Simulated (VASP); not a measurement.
Here is a VASP 6.6.1 calculation.

Contents of POSCAR:

```
BrO2
1.0
    0.0000000000      2.6538524142      2.6538524142
    2.6538524142      0.0000000000      2.6538524142
    2.6538524142      2.6538524142      0.0000000000
Br O
1 2
Direct
    0.0000000000      0.0000000000      0.0000000000
    0.2500000000      0.2500000000      0.2500000000
    0.7500000000      0.7500000000      0.7500000000
```

Contents of INCAR.step1:

```
  PREC = Accurate
  ENCUT = 520
  ISMEAR = -1
  SIGMA = 0.1
  LREAL = False
  LASPH = True
  NELM = 60
  NBANDS = 16
  GGA = PE
  ALGO = Normal
  EDIFF = 1E-4
  LWAVE = True
  LCHARG = False
```

File INCAR.step2:

```
  PREC = Accurate
  ENCUT = 520
  EDIFF = 1E-7
  ISMEAR = -1
  SIGMA = 0.1
  LREAL = False
  LASPH = True
  NELM = 60
  ALGO = Normal
  ISIF = 2
  LWAVE = False
  LCHARG = False
  METAGGA = R2SCAN
  LMIXTAU = True
  NBANDS = 16
  ISTART = 1
```

File KPOINTS:

```
Automatic mesh
0
Gamma
  11 11 11
```

Potentials or basis: VASP PAW PBE potentials, release 64 (Br, O).

Run with:

```console
$ cat potpaw_PBE.64/Br/POTCAR potpaw_PBE.64/O/POTCAR > POTCAR
$ cp INCAR.step1 INCAR
$ mpirun -np 1 vasp_std > vasp.out
$ cp INCAR.step2 INCAR
$ mpirun -np 1 vasp_std > vasp.out
```

(1) What does it give for the pressure?

## Answers

(1) -4.8 GPa.

Caveat: the PAW data sets were made with another functional, which shifts forces and pressure a little; an odd number of electrons without spin polarisation forces a metal; a magnetic or distorted state may lie lower.
